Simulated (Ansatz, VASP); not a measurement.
**One calculation of AlN, two programs**

Contents of INCAR:

```
ALGO = Normal
EDIFF = 1E-6
ENCUT = 600
GGA = PE
GGA_COMPAT = False
ISIF = 2
ISMEAR = 0
IVDW = 12
LASPH = True
LCHARG = False
LREAL = False
LWAVE = False
NBANDS = 11
NELM = 120
PREC = Accurate
SIGMA = 0.05
```

File KPOINTS:

```
k-points
0
Gamma
  10 10 10
```

POSCAR

```
AlN
1.0
    0.0000000000      2.0310191826      2.0310191826
    2.0310191826      0.0000000000      2.0310191826
    2.0310191826      2.0310191826      0.0000000000
Al N
1 1
Direct
    0.0000000000      0.0000000000      0.0000000000
    0.5000000000      0.5000000000      0.5000000000
```

Input for Ansatz:

```yaml
crystal:
  lattice:
    - [0.0, 2.0310191826, 2.0310191826]
    - [2.0310191826, 0.0, 2.0310191826]
    - [2.0310191826, 2.0310191826, 0.0]
  atoms:
    - { symbol: Al, position: [0.0, 0.0, 0.0] }
    - { symbol: "N", position: [0.5, 0.5, 0.5] }
basis:
  ecutwfc: 420
  ecutrho_ratio: 4
kpoints:
  mp_grid: { grid: [10, 10, 10] }
hamiltonian:
  xc: pbe
  dispersion: d3bj
scf:
  occupations: { method: gaussian, width: 0.05 }
output:
  forces: true
  stress: true
  eigenvalues: true
```

Alike in both runs: task single point; functional PBE; dispersion D3(BJ); k mesh 10 × 10 × 10; occupations gaussian, width 0.05 eV; no spin polarisation.

```csv
,VASP,Ansatz
version,VASP 6.6.1,Ansatz 0.2.0
potentials or method,"VASP PAW PBE potentials, release 64 (Al, N), cutoff 600 eV","scalar-relativistic, plane waves, PAW"
valence electrons in the cell,8,8
```

Ansatz gave:

| Quantity | Value |
| --- | --- |
| gap on the k mesh at the Fermi level (eV) | 4.50 |
| least direct gap on the mesh (eV) | 5.47 |
| pressure (GPa) | -5.0 |

Task: Which values does VASP return?

Result: gap on the k mesh at the Fermi level (eV): 4.47; least direct gap on the mesh (eV): 5.48; pressure (GPa): -5.5.
